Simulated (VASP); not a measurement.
Input of a VASP 6.6.1 run:

INCAR

```
PREC     = Accurate       # precision mode
ENCUT    = 600            # plane-wave cutoff, eV
EDIFF    = 1E-6           # SCF threshold, eV
ISMEAR   = 0              # smearing method
SIGMA    = 0.1            # smearing width, eV
LREAL    = False          # projectors in reciprocal space
LASPH    = True           # aspherical terms in the spheres
NELM     = 100            # most SCF steps
ALGO     = Normal         # electronic algorithm
ISIF     = 3              # what is computed and relaxed
LWAVE    = False          # write WAVECAR
LCHARG   = False          # write CHGCAR
GGA      = PE             # functional
IBRION   = 2              # ionic algorithm
NSW      = 100            # ionic steps
EDIFFG   = -0.01          # ionic threshold
```

File KPOINTS:

```
regular mesh
0
Gamma
  12 12 18
```

Contents of POSCAR:

```
Ru
1.0
    4.2656473400      0.0000000000      0.0000000000
   -2.1328236700      3.6941589600      0.0000000000
    0.0000000000      0.0000000000      2.6893250450
Ru
3
Direct
    0.3333333333      0.6666666667      0.5000000000
    0.0000000000      0.0000000000      0.0000000000
    0.6666666667      0.3333333333      0.5000000000
```

Potentials or basis: VASP PAW PBE potentials, release 64 (Ru_pv).

Run with:

```sh
$ cat potpaw_PBE.64/Ru_pv/POTCAR > POTCAR
$ mpirun -np 1 vasp_std > vasp.out
```

(1) Predict the relaxed volume.

(2) Predict the space group after relaxing (to 0.05 Å).

(3) Estimate the band gap on the k mesh.

(4) Predict the relaxed cell.

## Answers

(1) 14.11 Å³/atom.

(2) P6/mmm (No. 191).

(3) zero (band 21 reaches 13.46 eV, above the bottom of band 22 at 11.03 eV).

(4) a = 4.268 Å, b = 4.268 Å, c = 2.683 Å, α = 90.00°, β = 90.00°, γ = 120.00°.
